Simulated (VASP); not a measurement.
Ta3F, 4 atoms in the cell. The cell holds a slab with vacuum, 4 atoms: a = 2.817 Å, b = 2.817 Å, c = 21.444 Å, α = 90.00°, β = 90.00°, γ = 109.47°. 

```yaml
Program: VASP 6.6.1
Task: single point
Functional: LDA
Potentials_or_basis: VASP PAW LDA potentials, release 64 (Ta_pv, F)
Cutoff: 520 eV
k_mesh: 10 × 10 × 1
Occupations: gaussian, width 0.1 eV
Spin: collinear spin
Starting_moments: "[0.0, 0.0, 0.0, 1.0] μB"
Dipole_correction: yes
Further_INCAR_settings: ALGO = Fast; EDIFF = 1e-06; NBANDS = 32
```

Potentials or basis: VASP PAW LDA potentials, release 64 (Ta_pv, F).

Run with:

```bash
$ cat potpaw_LDA.64/Ta_pv/POTCAR potpaw_LDA.64/F/POTCAR > POTCAR
$ mpirun -np 1 vasp_std > vasp.out
```

Hardware: 1 thread of Oxide Virtual Turin-like Processor, on a shared host.

Question: Estimate the wall time of this run.

Answer: It took 19 min on 1 thread of Oxide Virtual Turin-like Processor, with other jobs on the host, peak memory 0.37 GiB. Counts: scf iterations 29, k points 31.
